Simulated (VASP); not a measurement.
A run of VASP 6.6.1 is set up as follows.

The input POSCAR:

```
La2O3
1.0
    3.8170484982      0.0000000000      0.0000000000
   -1.9085242491      3.3056609669      0.0000000000
    0.0000000000      0.0000000000      6.3581387720
La O
2 3
Direct
    0.6666666667      0.3333333333      0.7536660847
    0.3333333333      0.6666666667      0.2463339153
    0.6666666667      0.3333333333      0.3584379042
    0.3333333333      0.6666666667      0.6415620958
    0.0000000000      0.0000000000      0.0000000000
```

File INCAR.step1:

```
SYSTEM = La2O3
PREC = Accurate
ENCUT = 520
ISMEAR = 0
SIGMA = 0.01
LREAL = .FALSE.
LASPH = .TRUE.
NELM = 100
NBANDS = 28
GGA = PE
ALGO = Normal
EDIFF = 1E-4
LWAVE = .TRUE.
LCHARG = .FALSE.
```

The input INCAR.step2:

```
SYSTEM = La2O3
PREC = Accurate
ENCUT = 520
EDIFF = 1E-6
ISMEAR = 0
SIGMA = 0.01
LREAL = .FALSE.
LASPH = .TRUE.
NELM = 100
ALGO = Normal
ISIF = 2
LWAVE = .FALSE.
LCHARG = .FALSE.
METAGGA = R2SCAN
LMIXTAU = .TRUE.
NBANDS = 28
ISTART = 1
```

KPOINTS

```
regular mesh
0
G
  12 12 4
  0 0 0
```

Potentials or basis: VASP PAW PBE potentials, release 64 (La, O).

The run is started by

```sh
$ cat potpaw_PBE.64/La/POTCAR potpaw_PBE.64/O/POTCAR > POTCAR
$ cp INCAR.step1 INCAR
$ mpirun -np 1 vasp_std > vasp.out
$ cp INCAR.step2 INCAR
$ mpirun -np 1 vasp_std > vasp.out
```

Q: Predict the pressure.

A: 4.8 GPa.

Q: Predict the band gap on the k mesh.

A: 4.22 eV, indirect (least direct gap 4.36 eV).

Q: Estimate the largest force.

A: 0.031 eV/Å.

Stress tensor (GPa, compression positive):
```
 7.33  0.00  0.00
 0.00  7.33  0.00
 0.00  0.00 -0.40
```

Caveat: the cell differs from its parent crystal (epitaxial xy strain -3.0%); the PAW data sets were made with another functional, which shifts forces and pressure a little; spin-orbit coupling is left out, which moves the levels of the heavy elements. A k mesh can miss the band edges.
